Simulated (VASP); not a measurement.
Set up this calculation in VASP 6.6.1, as the native input.

```
Task                   : single point
Functional             : PBEsol
Potentials or basis    : VASP PAW PBE potentials, release 64 (W_sv, C_h)
Cutoff                 : 1300 eV
k mesh                 : 11 × 11 × 11
Occupations            : methfessel-paxton, width 0.1 eV
Spin                   : no spin polarisation
Dipole correction      : no
Further INCAR settings : ALGO = Normal; EDIFF = 1e-06; NBANDS = 16
```

The structure of WC lies in POSCAR:

```
WC
1.0
    0.0000000000      2.1999647047      2.1999647047
    2.1999647047      0.0000000000      2.1999647047
    2.1999647047      2.1999647047      0.0000000000
W C
1 1
Direct
    0.0000000000      0.0000000000      0.0000000000
    0.5000000000      0.5000000000      0.5000000000
```

These files were run (other wordings do the same):

INCAR

```
ALGO = Normal
EDIFF = 1E-6
ENCUT = 1300
GGA = PS
GGA_COMPAT = False
ISIF = 2
ISMEAR = 1
LASPH = True
LCHARG = True
LELF = True
LREAL = False
LVHAR = True
LWAVE = False
NBANDS = 16
NELM = 120
PREC = Accurate
SIGMA = 0.1
```

KPOINTS

```
k-points
0
Gamma
  11 11 11
```

Potentials or basis: VASP PAW PBE potentials, release 64 (W_sv, C_h).

The run is started by

```console
$ cat potpaw_PBE.64/W_sv/POTCAR potpaw_PBE.64/C_h/POTCAR > POTCAR
$ mpirun -np 1 vasp_std > vasp.out
```

It gave:

| Property | Result |
| --- | --- |
| Pressure | -12.5 GPa |
| Band gap on the k mesh | zero (bands 9 and 10 overlap by 3.03 eV) |

Caveat: the cell stands under tension; the PAW data sets were made with another functional, which shifts forces and pressure a little; spin-orbit coupling is left out, which moves the levels of the heavy elements.

Run time: 100 s on 1 thread of Intel(R) Xeon(R) Platinum 8375C CPU @ 2.90GHz (Ice Lake) (shared host), peak memory 0.3 GiB.
